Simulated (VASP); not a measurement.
# YBe2Al2Au (P4/mmm) in VASP: further runs

Runs on YBe2Al2Au. Level: PBE. Tasks: single point, relaxation of cell and atoms.

Everything below comes from runs of VASP 6.6.1. Logs are shortened: lines on timing, memory, paths and dates and some standing lists are left out, and cuts for length are marked.

## Step 1: The cell of the first run

The structure is tetragonal, space group P4/mmm (No. 123). Conventional cell: a = 3.940 Å, b = 3.940 Å, c = 5.184 Å, α = 90.00°, β = 90.00°, γ = 90.00°. Y (site symmetry 4/mmm) has 2 Au at 2.59 Å and 8 Al at 3.03 Å and 8 Be at 3.26 Å within 3.4 Å. Within 2.6 Å of Be (site symmetry mmm) lie 2 Au at 1.97 Å and 4 Al at 2.42 Å. Within 3.2 Å of Al (site symmetry 4mm) lie 2 Al at 2.38 to 2.81 Å and 4 Be at 2.42 Å and 4 Y at 3.03 Å and 4 Au at 3.12 Å. Within 2.6 Å of Au (site symmetry 4/mmm) lie 4 Be at 1.97 Å and 2 Y at 2.59 Å.

The cell was generated, and may not be a known phase.

## Step 2: Single point, PBE

Contents of INCAR:

```
SYSTEM = YBe2Al2Au
  PREC = Accurate
  ENCUT = 520
  EDIFF = 1E-6
  ISMEAR = 0
  SIGMA = 0.1
  LREAL = .FALSE.
  LASPH = .TRUE.
  NELM = 80
  ALGO = Normal
  ISIF = 2
  LWAVE = .FALSE.
  LCHARG = .FALSE.
  GGA = PE
  NBANDS = 25
```

Contents of KPOINTS:

```
regular mesh
0
G
  4 4 4
  0 0 0
```

Contents of POSCAR:

```
YBe2Al2Au
1.0
    3.9397801300      0.0000000000      0.0000000000
    0.0000000000      3.9397801300      0.0000000000
    0.0000000000      0.0000000000      5.1838865600
Y Be Al Au
1 2 2 1
Direct
    0.0000000000      0.0000000000      0.5000000000
    0.0000000000      0.5000000000      0.0000000000
    0.5000000000      0.0000000000      0.0000000000
    0.5000000000      0.5000000000      0.2707569900
    0.5000000000      0.5000000000      0.7292430100
    0.0000000000      0.0000000000      0.0000000000
```

Potentials or basis: VASP PAW PBE potentials, release 64 (Y_sv, Be, Al, Au).

Command:

```console
$ cat potpaw_PBE.64/Y_sv/POTCAR potpaw_PBE.64/Be/POTCAR potpaw_PBE.64/Al/POTCAR potpaw_PBE.64/Au/POTCAR > POTCAR
$ mpirun -np 1 vasp_std > vasp.out
```

OUTCAR:

```text
SYSTEM = YBe2Al2Au
   PREC = Accurate
   ENCUT = 520
   EDIFF = 1E-6
   ISMEAR = 0
   LREAL = .FALSE.
   LASPH = .TRUE.
   NELM = 80
   ISIF = 2
   GGA = PE

 ion  position               nearest neighbor table
   1  0.000  0.000  0.500-   6 2.59   6 2.59   4 3.03   5 3.03   4 3.03   5 3.03   4 3.03   5 3.03
                             4 3.03   5 3.03   2 3.26   2 3.26   3 3.26   3 3.26   3 3.26   3 3.26
   2  0.000  0.500  0.000-   6 1.97   6 1.97   4 2.42   5 2.42   4 2.42   5 2.42   1 3.26   1 3.26
                             1 3.26   1 3.26
   3  0.500  0.000  0.000-   6 1.97   6 1.97   4 2.42   4 2.42   5 2.42   5 2.42   1 3.26   1 3.26
                             1 3.26   1 3.26
   4  0.500  0.500  0.271-   5 2.38   3 2.42   2 2.42   3 2.42   2 2.42   5 2.81   1 3.03   1 3.03
                             1 3.03   1 3.03   6 3.12   6 3.12   6 3.12   6 3.12
   5  0.500  0.500  0.729-   4 2.38   3 2.42   2 2.42   3 2.42   2 2.42   4 2.81   1 3.03   1 3.03
                             1 3.03   1 3.03   6 3.12   6 3.12   6 3.12   6 3.12
   6  0.000  0.000  0.000-   2 1.97   3 1.97   2 1.97   3 1.97   1 2.59   1 2.59   5 3.12   4 3.12
                             5 3.12   4 3.12   4 3.12   5 3.12   4 3.12   5 3.12

  LATTYP: Found a simple tetragonal cell.
 ALAT       =     3.9397801300
 C/A-ratio  =     1.3157806753

  Lattice vectors:

 A1 = (   3.9397801300,   0.0000000000,   0.0000000000)
 A2 = (   0.0000000000,   3.9397801300,   0.0000000000)
 A3 = (   0.0000000000,   0.0000000000,   5.1838865600)

Analysis of symmetry for initial positions (statically):
=====================================================================
 Subroutine PRICEL returns:
 Original cell was already a primitive cell.

 Routine SETGRP: Setting up the symmetry group for a
 simple tetragonal supercell.

 Subroutine GETGRP returns: Found 16 space group operations
 (whereof 16 operations were pure point group operations)
 out of a pool of 16 trial point group operations.

The static configuration has the point symmetry D_4h.

Analysis of symmetry for dynamics (positions and initial velocities):
=====================================================================
 Subroutine PRICEL returns:
 Original cell was already a primitive cell.

 Routine SETGRP: Setting up the symmetry group for a
 simple tetragonal supercell.

 Subroutine GETGRP returns: Found 16 space group operations
 (whereof 16 operations were pure point group operations)
 out of a pool of 16 trial point group operations.

The dynamic configuration has the point symmetry D_4h.

 Subroutine INISYM returns: Found 16 space group operations
 (whereof 16 operations are pure point group operations),
 and found     1 'primitive' translations

----------------------------------------------------------------------------------------

                                     Primitive cell

  volume of cell :      80.4636

  direct lattice vectors                    reciprocal lattice vectors
     3.939780130  0.000000000  0.000000000     0.253821271  0.000000000  0.000000000
     0.000000000  3.939780130  0.000000000     0.000000000  0.253821271  0.000000000
     0.000000000  0.000000000  5.183886560     0.000000000  0.000000000  0.192905456

  length of vectors
     3.939780130  3.939780130  5.183886560     0.253821271  0.253821271  0.192905456

  position of ions in fractional coordinates (direct lattice)
     0.000000000  0.000000000  0.500000000
     0.000000000  0.500000000  0.000000000
     0.500000000  0.000000000  0.000000000
     0.500000000  0.500000000  0.270756990
     0.500000000  0.500000000  0.729243010
     0.000000000  0.000000000  0.000000000

  ion indices of the primitive-cell ions
   primitive index   ion index
                 1           1
                 2           2
                 3           3
                 4           4
                 5           5
                 6           6

----------------------------------------------------------------------------------------

 KPOINTS: regular mesh

Automatic generation of k-mesh.
 Grid dimensions read from file:
 generate k-points for:    4    4    4

 Generating k-lattice:

  Cartesian coordinates                     Fractional coordinates (reciprocal lattice)
     0.063455318  0.000000000  0.000000000     0.250000000  0.000000000  0.000000000
     0.000000000  0.063455318  0.000000000     0.000000000  0.250000000  0.000000000
     0.000000000  0.000000000  0.048226364     0.000000000  0.000000000  0.250000000

  Length of vectors
     0.063455318  0.063455318  0.048226364

  Shift w.r.t. Gamma in fractional coordinates (k-lattice)
     0.000000000  0.000000000  0.000000000

 Subroutine IBZKPT returns following result:
 ===========================================

 Found     18 irreducible k-points:

 Following reciprocal coordinates:
            Coordinates               Weight
  0.000000  0.000000  0.000000      1.000000
  0.250000  0.000000  0.000000      4.000000
  0.500000  0.000000  0.000000      2.000000
  0.250000  0.250000  0.000000      4.000000
  0.500000  0.250000  0.000000      4.000000
  0.500000  0.500000  0.000000      1.000000
[... 10 lines left out ...]
  0.500000  0.250000  0.500000      4.000000
  0.500000  0.500000  0.500000      1.000000
   k-points           NKPTS =     18   k-points in BZ     NKDIM =     18   number of bands    NBANDS=     25
   number of dos      NEDOS =    301   number of ions     NIONS =      6
   total plane-waves  NPLWV =  36000
   dimension x,y,z NGX =    30 NGY =   30 NGZ =   40
   dimension x,y,z NGXF=    60 NGYF=   60 NGZF=   80
   ions per type =               1   2   2   1
   NGX,Y,Z   is equivalent  to a cutoff of  12.66, 12.66, 12.83 a.u.
   NGXF,Y,Z  is equivalent  to a cutoff of  25.32, 25.32, 25.66 a.u.
 SYSTEM =  YBe2Al2Au
   PREC   = accura    normal or accurate (medium, high low for compatibility)
   ISTART =      0    job   : 0-new  1-cont  2-samecut
   ICHARG =      2    charge: 1-file 2-atom 10-const
   ISPIN  =      1    spin polarized calculation?
   LNONCOLLINEAR =      F non collinear calculations
   LSORBIT =      F    spin-orbit coupling
   LASPH  =      T    aspherical Exc in radial PAW
   ENCUT  =  520.0 eV  38.22 Ry    6.18 a.u.   7.33  7.33  9.64*2*pi/ulx,y,z
   NELM   =     80;   NELMIN=  2; NELMDL= -5     # of ELM steps
   EDIFF  = 0.1E-05   stopping-criterion for ELM
   LREAL  =      F    real-space projection
   EDIFFG = 0.1E-04   stopping-criterion for IOM
   NSW    =      0    number of steps for IOM
   IBRION =     -1    ionic relax: 0-MD 1-quasi-New 2-CG
   NFREE  =      0    steps in history (QN), initial steepest desc. (CG)
   ISIF   =      2    stress and relaxation
   ISYM   =      2    0-nonsym 1-usesym 2-fastsym
   POTIM  = 0.5000    time-step for ionic-motion
   TEBEG  =    0.0;   TEEND  =   0.0 temperature during run
   PSTRESS=    0.0 pullay stress
   NELECT =      32.0000    total number of electrons
   NUPDOWN=      -1.0000    fix difference up-down
   EMIN   =  10.00;   EMAX   =-10.00  energy-range for DOS
   EFERMI =   0.00;   METHOD = LEGACY
   ISMEAR =     0;   SIGMA  =   0.10  broadening in eV -4-tet -1-fermi 0-gaus
   EFERMI_NEDOS =   21; number of points for ismear=-14 and -15
   IALGO  =     38    algorithm
   IMIX   =      4    mixing-type and parameters
     AMIX     =   0.40;   BMIX     =  1.00
     AMIX_MAG =   1.60;   BMIX_MAG =  1.00
  volume/ion in A,a.u.               =      13.41        90.50
  Fermi-wavevector in a.u.,A,eV,Ry     =   1.203903  2.275048 19.720061  1.449384
  Thomas-Fermi vector in A             =   2.339644
   LORBIT       =      0    0 simple, 1 ext, 2 COOP (PROOUT), +10 PAW based schemes
   GGA     = PE    functional components
   LHFCALC =     F    Hartree Fock is set to
   AEXX    =    0.0000 exact exchange contribution
   IVDW    =     0    specifies the selected vdW correction
   LEPSILON=     F    determine dielectric tensor
   LRPA    =     F    only Hartree local field effects (RPA)
 non-spin polarized calculation
 Gauss-broadening in eV      SIGMA  =   0.10
  energy-cutoff  :      520.00
  volume of cell :       80.46
 maximum number of plane-waves:      2220
 NGX is ok and might be reduce to    30
   NGX = 15   NGY = 15   NGZ = 19

 number of electron      32.0000001 magnetization

 Free energy of the ion-electron system (eV)
  ---------------------------------------------------
  ext. energy  EPLUGINS =         0.00000000
  ---------------------------------------------------
  free energy    TOTEN  =       -21.39293732 eV

  energy without entropy =      -21.38049863  energy(sigma->0) =      -21.38671798

 E-fermi :   8.7728     XC(G=0): -11.2995

 val. band max:        8.6795527359   @ k =   0.2500   0.0000   0.0000
 cond. band min:       8.7733628583   @ k =   0.2500   0.0000   0.5000
 fundamental gap:      0.0938101225
 Fermi energy:         8.7728332813

 k-point     1 :       0.0000    0.0000    0.0000
  band No.  band energies     occupation
      1     -33.3070      2.00000
      2     -13.7083      2.00000
      3     -13.3159      2.00000
      4     -13.3159      2.00000
      5      -2.6549      2.00000
      6       0.3138      2.00000
[... 17 lines left out ...]
     24      13.4851      0.00000
     25      14.2036      0.00000

 k-point     2 :       0.2500    0.0000    0.0000
  band No.  band energies     occupation
      1     -33.3031      2.00000
      2     -13.6973      2.00000
      3     -13.4024      2.00000
      4     -13.3072      2.00000
      5      -2.0446      2.00000
      6       0.2688      2.00000
[... 17 lines left out ...]
     24      14.4236      0.00000
     25      14.4703      0.00000

 k-point     3 :       0.5000    0.0000    0.0000
  band No.  band energies     occupation
      1     -33.2992      2.00000
      2     -13.6862      2.00000
      3     -13.4867      2.00000
      4     -13.2983      2.00000
      5      -0.5387      2.00000
      6      -0.1466      2.00000
[... 384 lines left out ...]
 k-point    17 :       0.5000    0.2500    0.5000
  band No.  band energies     occupation
      1     -33.2876      2.00000
      2     -13.8456      2.00000
      3     -13.4775      2.00000
      4     -13.3840      2.00000
      5      -0.5339      2.00000
      6       0.0507      2.00000
[... 17 lines left out ...]
     24      13.9489      0.00000
     25      15.1768      0.00000

 k-point    18 :       0.5000    0.5000    0.5000
  band No.  band energies     occupation
      1     -33.2839      2.00000
      2     -13.8354      2.00000
      3     -13.4616      2.00000
      4     -13.4616      2.00000
      5      -0.8790      2.00000
      6       0.3155      2.00000
[... 17 lines left out ...]
     24      14.5248      0.00000
     25      14.5248      0.00000

------------------------ aborting loop because EDIFF is reached ----------------------------------------

  FORCE on cell =-STRESS in cart. coord.  units (eV):
  Direction    XX          YY          ZZ          XY          YZ          ZX
  --------------------------------------------------------------------------------------
  -------------------------------------------------------------------------------------
  Total       22.6770489     22.6770489     22.4444862      0.0000000     -0.0000000      0.0000000
  in kB      451.5414860    451.5414860    446.9107390      0.0000000     -0.0000000      0.0000000
  external PRESSURE =     449.9979037 kB  Pullay stress =       0.0000000 kB

 VOLUME and BASIS-vectors are now :
 -----------------------------------------------------------------------------
  energy-cutoff  :      520.00
  volume of cell :       80.46
      direct lattice vectors                 reciprocal lattice vectors
     3.939780130  0.000000000  0.000000000     0.253821271  0.000000000  0.000000000
     0.000000000  3.939780130  0.000000000     0.000000000  0.253821271  0.000000000
     0.000000000  0.000000000  5.183886560     0.000000000  0.000000000  0.192905456

 POSITION                                       TOTAL-FORCE (eV/Angst)
 -----------------------------------------------------------------------------------
      0.00000      0.00000      2.59194         0.000000      0.000000      0.000000
      0.00000      1.96989      0.00000         0.000000      0.000000      0.000000
      1.96989      0.00000      0.00000         0.000000      0.000000      0.000000
      1.96989      1.96989      1.40357         0.000000      0.000000     -0.555689
      1.96989      1.96989      3.78031         0.000000     -0.000000      0.555689
      0.00000      0.00000      0.00000         0.000000      0.000000      0.000000
 -----------------------------------------------------------------------------------
    total drift:                                0.000000     -0.000000      0.000000

  FREE ENERGIE OF THE ION-ELECTRON SYSTEM (eV)
  ---------------------------------------------------
  free  energy   TOTEN  =       -21.3929373185 eV

  energy  without entropy=      -21.3804986347  energy(sigma->0) =      -21.38671798
```

Run time: 63 s. Hardware: 1 thread of Intel Xeon 8259CL, shared host; peak memory 0.22 GiB.

What came out:

```yaml
Free_energy: -21.3929 eV
Pressure: 45.0 GPa
Largest_force: 0.556 eV/Å
Band_gap_on_the_k_mesh: zero (bands 16 and 17 overlap by 0.93 eV)
```

Forces in eV/Å, atoms in the order of the input:
```
Y    0.000  0.000  0.000
Be   0.000  0.000  0.000
Be   0.000  0.000  0.000
Al   0.000  0.000 -0.556
Al   0.000  0.000  0.556
Au   0.000  0.000  0.000
```

Caveat: the k points lie up to 0.40 Å⁻¹ apart, too coarse for converged energies and pressures of a metal; spin-orbit coupling is left out, which moves the levels of the heavy elements.

[end of part 1 of 2]

The gap in the log of VASP goes by the Fermi energy; the results here count the filled bands.